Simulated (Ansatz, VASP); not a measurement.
**Two plane-wave programs on GaN**

INCAR

```
SYSTEM = GaN
PREC = Accurate
ENCUT = 600
EDIFF = 1E-6
ISMEAR = -1
SIGMA = 0.01
LREAL = .False.
LASPH = .True.
NELM = 120
ALGO = Normal
ISIF = 2
LWAVE = .False.
LCHARG = .False.
GGA = PE
NBANDS = 86
GGA_COMPAT = .False.
```

KPOINTS

```
regular mesh
0
Gamma
  2 2 3
  0 0 0
```

The input POSCAR:

```
GaN
1.0
    6.4372426900      0.0000000000      0.0000000000
   -3.2186213450      5.5748157000      0.0000000000
    0.0000000000      0.0000000000      5.2435339933
Ga N
8 8
Direct
    0.3333333333      0.1666666667      0.4991368700
    0.1666666667      0.3333333333      0.9991368700
    0.3333333333      0.6666666667      0.4991368700
    0.1666666667      0.8333333333      0.9991368700
    0.8333333333      0.1666666667      0.4991368700
    0.6666666667      0.3333333333      0.9991368700
    0.8333333333      0.6666666667      0.4991368700
    0.6666666667      0.8333333333      0.9991368700
    0.3333333333      0.1666666667      0.8758631300
    0.1666666667      0.3333333333      0.3758631300
    0.3333333333      0.6666666667      0.8758631300
    0.1666666667      0.8333333333      0.3758631300
    0.8333333333      0.1666666667      0.8758631300
    0.6666666667      0.3333333333      0.3758631300
    0.8333333333      0.6666666667      0.8758631300
    0.6666666667      0.8333333333      0.3758631300
```

Input for Ansatz:

```yaml
crystal:
  lattice:
    - [6.43724269, 0.0, 0.0]
    - [-3.218621345, 5.5748157, 0.0]
    - [0.0, 0.0, 5.243533993333]
  atoms:
    - { symbol: Ga, position: [0.3333333333333, 0.1666666666667, 0.49913687] }
    - { symbol: Ga, position: [0.1666666666667, 0.3333333333333, 0.99913687] }
    - { symbol: "N", position: [0.3333333333333, 0.1666666666667, 0.87586313] }
    - { symbol: "N", position: [0.1666666666667, 0.3333333333333, 0.37586313] }
    - { symbol: Ga, position: [0.3333333333333, 0.6666666666667, 0.49913687] }
    - { symbol: Ga, position: [0.1666666666667, 0.8333333333333, 0.99913687] }
    - { symbol: "N", position: [0.3333333333333, 0.6666666666667, 0.87586313] }
    - { symbol: "N", position: [0.1666666666667, 0.8333333333333, 0.37586313] }
    - { symbol: Ga, position: [0.8333333333333, 0.1666666666667, 0.49913687] }
    - { symbol: Ga, position: [0.6666666666667, 0.3333333333333, 0.99913687] }
    - { symbol: "N", position: [0.8333333333333, 0.1666666666667, 0.87586313] }
    - { symbol: "N", position: [0.6666666666667, 0.3333333333333, 0.37586313] }
    - { symbol: Ga, position: [0.8333333333333, 0.6666666666667, 0.49913687] }
    - { symbol: Ga, position: [0.6666666666667, 0.8333333333333, 0.99913687] }
    - { symbol: "N", position: [0.8333333333333, 0.6666666666667, 0.87586313] }
    - { symbol: "N", position: [0.6666666666667, 0.8333333333333, 0.37586313] }
basis:
  ecutwfc: 420.0
  ecutrho_ratio: 4
  xc_grid: 2
  fft_grid_basis: typed
  precision: f64
kpoints:
  mp_grid: { grid: [2, 2, 3] }
hamiltonian:
  pseudopotentials: { kind: paw, azcp: { folder: soft_1 } }
scf:
  max_iter: 100
  self_checks: high
  occupations: { method: fermi_dirac, width: 0.01 }
output:
  forces: true
checkpoint:
  write: "../host.point.run"
  compress: false
  write_wavefunctions: true
  write_every: 100000
```

Alike in both runs: task single point; functional PBE; k mesh 2 × 2 × 3; occupations fermi-dirac, width 0.01 eV; no spin polarisation.

|  | VASP | Ansatz |
| --- | --- | --- |
| version | VASP 6.6.1 | Ansatz 0.2.0 |
| potentials or method | VASP PAW PBE potentials, release 64 (Ga_d, N), cutoff 600 eV | plane-wave PAW DFT |
| valence electrons in the cell | 144 | 144 |

|  | VASP | Ansatz | Ansatz less VASP |
| --- | --- | --- | --- |
| gap on the k mesh at the Fermi level (eV) | 1.70 | 1.70 | -0.004 |

The k mesh is coarse, so the values compare programs but aren't converged.
